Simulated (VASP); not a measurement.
Write the native input for VASP 6.6.1 that does the following.

| Item | Value |
| --- | --- |
| Task | single point |
| Functional | PBE |
| Potentials or basis | VASP PAW PBE potentials, release 64 (Ru_pv) |
| Cutoff | 520 eV |
| k mesh | 21 × 21 × 12 |
| Occupations | gaussian, width 0.15 eV |
| Spin | no spin polarisation |
| Dipole correction | no |
| Further INCAR settings | ALGO = Fast; EDIFF = 1e-06; NBANDS = 21 |

The structure of Ru lies in POSCAR:

```
Ru
1.0
    2.5251001002      0.0000000000      0.0000000000
   -1.2625500501      2.1868008338      0.0000000000
    0.0000000000      0.0000000000      4.7853171998
Ru
2
Direct
    0.3333333333      0.6666666667      0.2500000000
    0.6666666667      0.3333333333      0.7500000000
```

These files were run (other wordings do the same):

INCAR

```
ALGO = Fast
EDIFF = 1E-6
ENCUT = 520
GGA = PE
ISIF = 2
ISMEAR = 0
LASPH = True
LCHARG = True
LELF = True
LREAL = False
LVHAR = True
LWAVE = False
NBANDS = 21
NELM = 80
PREC = Accurate
SIGMA = 0.15
```

KPOINTS

```
k-points
0
Gamma
  21 21 12
```

Potentials or basis: VASP PAW PBE potentials, release 64 (Ru_pv).

Command:

```sh
$ cat potpaw_PBE.64/Ru_pv/POTCAR > POTCAR
$ mpirun -np 1 vasp_std > vasp.out
```

It gave:

```json
{"Pressure": "26.4 GPa", "Band gap on the k mesh": "zero (bands 14 and 15 overlap by 2.53 eV)"}
```

Caveat: the stress differs along the axes, from -30 to 55 GPa.

It took 2.2 min on 1 thread of Intel(R) Xeon(R) Platinum 8259CL CPU @ 2.50GHz (Skylake/Cascade Lake), with other jobs on the host, peak memory 0.25 GiB.
